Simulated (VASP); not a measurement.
# Pt (Fm-3m) in VASP: further runs

Pt is run at these levels: LDA; tasks: single point.

Program: VASP 6.6.1. These are calculated values, not measurements. Logs are shortened: lines on timing, memory, paths and dates and some standing lists are left out, and cuts for length are marked.

**1. The cell of the first run**

Symmetry: Fm-3m, No. 225, cubic system. The conventional cell has a = 3.894 Å, b = 3.894 Å, c = 3.894 Å, α = 90.00°, β = 90.00°, γ = 90.00°. Pt (site symmetry m-3m) has 12 Pt at 2.75 Å within 3.6 Å.

**2. Single point, LDA**

Input file INCAR:

```
SYSTEM = Pt
  PREC = Accurate
  ENCUT = 520
  EDIFF = 1E-6
  ISMEAR = 0
  SIGMA = 0.15
  LREAL = .FALSE.
  LASPH = .TRUE.
  NELM = 60
  ALGO = Normal
  ISIF = 2
  LWAVE = .FALSE.
  LCHARG = .TRUE.
  GGA = CA
  LELF = .TRUE.
  LVHAR = .TRUE.
  NBANDS = 11
```

Input file KPOINTS:

```
Automatic mesh
0
G
  22 22 22
  0 0 0
```

Input file POSCAR:

```
Pt
1.0
    0.0000000000      1.9468328700      1.9468328700
    1.9468328700      0.0000000000      1.9468328700
    1.9468328700      1.9468328700      0.0000000000
Pt
1
Direct
    0.0000000000      0.0000000000      0.0000000000
```

Potentials or basis: VASP PAW LDA potentials, release 64 (Pt).

On the command line:

```sh
$ cat potpaw_LDA.64/Pt/POTCAR > POTCAR
$ mpirun -np 1 vasp_std > vasp.out
```

OUTCAR:

```text
SYSTEM = Pt
   PREC = Accurate
   ENCUT = 520
   EDIFF = 1E-6
   ISMEAR = 0
   LREAL = .FALSE.
   LASPH = .TRUE.
   NELM = 60
   ISIF = 2
   GGA = CA

 ion  position               nearest neighbor table
   1  0.000  0.000  0.000-

  LATTYP: Found a face centered cubic cell.
 ALAT       =     3.8936657400

  Lattice vectors:

 A1 = (   0.0000000000,   1.9468328700,   1.9468328700)
 A2 = (   1.9468328700,   0.0000000000,   1.9468328700)
 A3 = (   1.9468328700,   1.9468328700,   0.0000000000)

Analysis of symmetry for initial positions (statically):
=====================================================================
 Subroutine PRICEL returns:
 Original cell was already a primitive cell.

 Routine SETGRP: Setting up the symmetry group for a
 face centered cubic supercell.

 Subroutine GETGRP returns: Found 48 space group operations
 (whereof 48 operations were pure point group operations)
 out of a pool of 48 trial point group operations.

The static configuration has the point symmetry O_h .

Analysis of symmetry for dynamics (positions and initial velocities):
=====================================================================
 Subroutine PRICEL returns:
 Original cell was already a primitive cell.

 Routine SETGRP: Setting up the symmetry group for a
 face centered cubic supercell.

 Subroutine GETGRP returns: Found 48 space group operations
 (whereof 48 operations were pure point group operations)
 out of a pool of 48 trial point group operations.

The dynamic configuration has the point symmetry O_h .

 Subroutine INISYM returns: Found 48 space group operations
 (whereof 48 operations are pure point group operations),
 and found     1 'primitive' translations

----------------------------------------------------------------------------------------

                                     Primitive cell

  volume of cell :      14.7576

  direct lattice vectors                    reciprocal lattice vectors
     0.000000000  1.946832870  1.946832870    -0.256827388  0.256827388  0.256827388
     1.946832870  0.000000000  1.946832870     0.256827388 -0.256827388  0.256827388
     1.946832870  1.946832870  0.000000000     0.256827388  0.256827388 -0.256827388

  length of vectors
     2.753237448  2.753237448  2.753237448     0.444838084  0.444838084  0.444838084

  position of ions in fractional coordinates (direct lattice)
     0.000000000  0.000000000  0.000000000

  ion indices of the primitive-cell ions
   primitive index   ion index
                 1           1

----------------------------------------------------------------------------------------

 KPOINTS: Automatic mesh

Automatic generation of k-mesh.
 Grid dimensions read from file:
 generate k-points for:   22   22   22

 Generating k-lattice:

  Cartesian coordinates                     Fractional coordinates (reciprocal lattice)
    -0.011673972  0.011673972  0.011673972     0.045454545  0.000000000  0.000000000
     0.011673972 -0.011673972  0.011673972     0.000000000  0.045454545  0.000000000
     0.011673972  0.011673972 -0.011673972     0.000000000  0.000000000  0.045454545

  Length of vectors
     0.020219913  0.020219913  0.020219913

  Shift w.r.t. Gamma in fractional coordinates (k-lattice)
     0.000000000  0.000000000  0.000000000

 Subroutine IBZKPT returns following result:
 ===========================================

 Found    328 irreducible k-points:

 Following reciprocal coordinates:
            Coordinates               Weight
  0.000000  0.000000  0.000000      1.000000
  0.045455  0.000000  0.000000      8.000000
  0.090909  0.000000  0.000000      8.000000
  0.136364  0.000000  0.000000      8.000000
  0.181818  0.000000  0.000000      8.000000
  0.227273  0.000000  0.000000      8.000000
[... 16 lines left out ...]
  0.500000  0.045455  0.000000     24.000000
 -0.454545  0.045455  0.000000     24.000000
 [... further k-points ...]
   k-points           NKPTS =    328   k-points in BZ     NKDIM =    328   number of bands    NBANDS=     11
   number of dos      NEDOS =    301   number of ions     NIONS =      1
   total plane-waves  NPLWV =   8000
   dimension x,y,z NGX =    20 NGY =   20 NGZ =   20
   dimension x,y,z NGXF=    40 NGYF=   40 NGZF=   40
   ions per type =               1
   NGX,Y,Z   is equivalent  to a cutoff of  12.08, 12.08, 12.08 a.u.
   NGXF,Y,Z  is equivalent  to a cutoff of  24.15, 24.15, 24.15 a.u.
 SYSTEM =  Pt
   PREC   = accura    normal or accurate (medium, high low for compatibility)
   ISTART =      0    job   : 0-new  1-cont  2-samecut
   ICHARG =      2    charge: 1-file 2-atom 10-const
   ISPIN  =      1    spin polarized calculation?
   LNONCOLLINEAR =      F non collinear calculations
   LSORBIT =      F    spin-orbit coupling
   LASPH  =      T    aspherical Exc in radial PAW
   ENCUT  =  520.0 eV  38.22 Ry    6.18 a.u.   5.12  5.12  5.12*2*pi/ulx,y,z
   NELM   =     60;   NELMIN=  2; NELMDL= -5     # of ELM steps
   EDIFF  = 0.1E-05   stopping-criterion for ELM
   LREAL  =      F    real-space projection
   EDIFFG = 0.1E-04   stopping-criterion for IOM
   NSW    =      0    number of steps for IOM
   IBRION =     -1    ionic relax: 0-MD 1-quasi-New 2-CG
   NFREE  =      0    steps in history (QN), initial steepest desc. (CG)
   ISIF   =      2    stress and relaxation
   ISYM   =      2    0-nonsym 1-usesym 2-fastsym
   POTIM  = 0.5000    time-step for ionic-motion
   TEBEG  =    0.0;   TEEND  =   0.0 temperature during run
   PSTRESS=    0.0 pullay stress
   NELECT =      10.0000    total number of electrons
   NUPDOWN=      -1.0000    fix difference up-down
   EMIN   =  10.00;   EMAX   =-10.00  energy-range for DOS
   EFERMI =   0.00;   METHOD = LEGACY
   ISMEAR =     0;   SIGMA  =   0.15  broadening in eV -4-tet -1-fermi 0-gaus
   EFERMI_NEDOS =   21; number of points for ismear=-14 and -15
   IALGO  =     38    algorithm
   IMIX   =      4    mixing-type and parameters
     AMIX     =   0.40;   BMIX     =  1.00
     AMIX_MAG =   1.60;   BMIX_MAG =  1.00
  volume/ion in A,a.u.               =      14.76        99.59
  Fermi-wavevector in a.u.,A,eV,Ry     =   1.437925  2.717284 28.131782  2.067628
  Thomas-Fermi vector in A             =   2.556948
   LORBIT       =      0    0 simple, 1 ext, 2 COOP (PROOUT), +10 PAW based schemes
   GGA     = CA    functional components
   LHFCALC =     F    Hartree Fock is set to
   AEXX    =    0.0000 exact exchange contribution
   IVDW    =     0    specifies the selected vdW correction
   LEPSILON=     F    determine dielectric tensor
   LRPA    =     F    only Hartree local field effects (RPA)
 non-spin polarized calculation
 Gauss-broadening in eV      SIGMA  =   0.15
  energy-cutoff  :      520.00
  volume of cell :       14.76
 maximum number of plane-waves:       411
   NGX = 11   NGY = 11   NGZ = 11

 number of electron      10.0000000 magnetization

 Free energy of the ion-electron system (eV)
  ---------------------------------------------------
  ext. energy  EPLUGINS =         0.00000000
  ---------------------------------------------------
  free energy    TOTEN  =        -7.51673040 eV

  energy without entropy =       -7.49712022  energy(sigma->0) =       -7.50692531

 E-fermi :  11.5648     XC(G=0): -13.8133

 val. band max:       11.5641349239   @ k =   0.5000   0.4545   0.0000
 cond. band min:      11.5649930432   @ k =  -0.3636   0.3636   0.1364
 fundamental gap:      0.0008581193
 Fermi energy:        11.5647733128

 k-point     1 :       0.0000    0.0000    0.0000
  band No.  band energies     occupation
      1       1.0754      2.00000
      2       7.6122      2.00000
      3       7.6122      2.00000
      4       7.6122      2.00000
      5       9.8849      2.00000
      6       9.8849      2.00000
      7      26.1230      0.00000
      8      31.1688      0.00000
      9      31.1688      0.00000
     10      31.1688      0.00000
     11      36.7014      0.00000

 k-point     2 :       0.0455    0.0000    0.0000
  band No.  band energies     occupation
      1       1.1608      2.00000
      2       7.5726      2.00000
      3       7.6471      2.00000
      4       7.6471      2.00000
      5       9.8644      2.00000
      6       9.8644      2.00000
      7      26.2602      0.00000
      8      30.7101      0.00000
      9      31.3030      0.00000
     10      31.3030      0.00000
     11      37.2234      0.00000

 k-point     3 :       0.0909    0.0000    0.0000
  band No.  band energies     occupation
      1       1.4121      2.00000
      2       7.4652      2.00000
      3       7.7435      2.00000
      4       7.7435      2.00000
      5       9.8141      2.00000
      6       9.8141      2.00000
      7      26.6485      0.00000
      8      29.6652      0.00000
      9      31.6978      0.00000
     10      31.6978      0.00000
     11      38.2395      0.00000

 k-point     4 :       0.1364    0.0000    0.0000
  band No.  band energies     occupation
      1       1.8120      2.00000
      2       7.3238      2.00000
      3       7.8730      2.00000
      4       7.8730      2.00000
      5       9.7691      2.00000
      6       9.7691      2.00000
      7      27.2087      0.00000
      8      28.4161      0.00000
      9      32.3290      0.00000
     10      32.3290      0.00000
     11      37.7943      0.00000
[... 239 lines left out ...]
 k-point    22 :       0.4545    0.0455    0.0000
  band No.  band energies     occupation
      1       4.0460      2.00000
      2       7.5320      2.00000
      3       7.6636      2.00000
      4       9.9045      2.00000
      5      11.5674      0.98033
      6      11.8437      0.00856
      7      18.4286      0.00000
      8      25.9941      0.00000
      9      30.6333      0.00000
     10      30.9985      0.00000
     11      39.5455      0.00000

 k-point    23 :       0.5000    0.0455    0.0000
  band No.  band energies     occupation
      1       4.0443      2.00000
      2       7.4988      2.00000
      3       7.6179      2.00000
      4      10.3605      2.00000
      5      11.6231      0.58249
      6      12.2328      0.00000
      7      17.5993      0.00000
      8      25.8365      0.00000
      9      30.4760      0.00000
     10      30.5052      0.00000
     11      40.1902      0.00000

 k-point    24 :      -0.4545    0.0455    0.0000
  band No.  band energies     occupation
      1       4.0457      2.00000
      2       7.5147      2.00000
      3       7.6176      2.00000
      4      10.2953      2.00000
      5      11.5126      1.37694
      6      12.2094      0.00000
      7      17.7834      0.00000
      8      25.8682      0.00000
      9      30.3399      0.00000
     10      30.7798      0.00000
     11      39.9542      0.00000

 [... further k-points ...]

------------------------ aborting loop because EDIFF is reached ----------------------------------------

  FORCE on cell =-STRESS in cart. coord.  units (eV):
  Direction    XX          YY          ZZ          XY          YZ          ZX
  --------------------------------------------------------------------------------------
  -------------------------------------------------------------------------------------
  Total        0.0798683      0.0798683      0.0798683      0.0000000      0.0000000     -0.0000000
  in kB        8.6709959      8.6709959      8.6709959      0.0000000      0.0000000     -0.0000000
  external PRESSURE =       8.6709959 kB  Pullay stress =       0.0000000 kB

 VOLUME and BASIS-vectors are now :
 -----------------------------------------------------------------------------
  energy-cutoff  :      520.00
  volume of cell :       14.76
      direct lattice vectors                 reciprocal lattice vectors
     0.000000000  1.946832870  1.946832870    -0.256827388  0.256827388  0.256827388
     1.946832870  0.000000000  1.946832870     0.256827388 -0.256827388  0.256827388
     1.946832870  1.946832870  0.000000000     0.256827388  0.256827388 -0.256827388

 POSITION                                       TOTAL-FORCE (eV/Angst)
 -----------------------------------------------------------------------------------
      0.00000      0.00000      0.00000         0.000000     -0.000000     -0.000000
 -----------------------------------------------------------------------------------
    total drift:                                0.000000      0.000000      0.000000

  FREE ENERGIE OF THE ION-ELECTRON SYSTEM (eV)
  ---------------------------------------------------
  free  energy   TOTEN  =        -7.5167304031 eV

  energy  without entropy=       -7.4971202215  energy(sigma->0) =       -7.50692531
```

It took 51 s on 1 thread of Intel Xeon 8259CL, shared host; peak memory 0.16 GiB.

Results:

```yaml
Free_energy: -7.5167 eV
Pressure: 0.9 GPa
Band_gap_on_the_k_mesh: zero (bands 5 and 6 overlap by 2.32 eV)
```

Levels at points of the mesh, in eV from the Fermi level:
```
           k point  band 3  band 4  band 5  band 6  band 7  band 8
(0.00, 0.00, 0.00)   -3.95   -3.95   -1.68   -1.68   14.56   19.60
(0.50, 0.00, 0.00)   -4.01   -0.57    0.05    0.05    6.00   14.13
(0.50, 0.50, 0.00)    0.03    0.52    0.52    1.73    9.11   11.41
```

Caveat: spin-orbit coupling is left out, which moves the levels of the heavy elements.

(Part 1 of 2 ends here.)
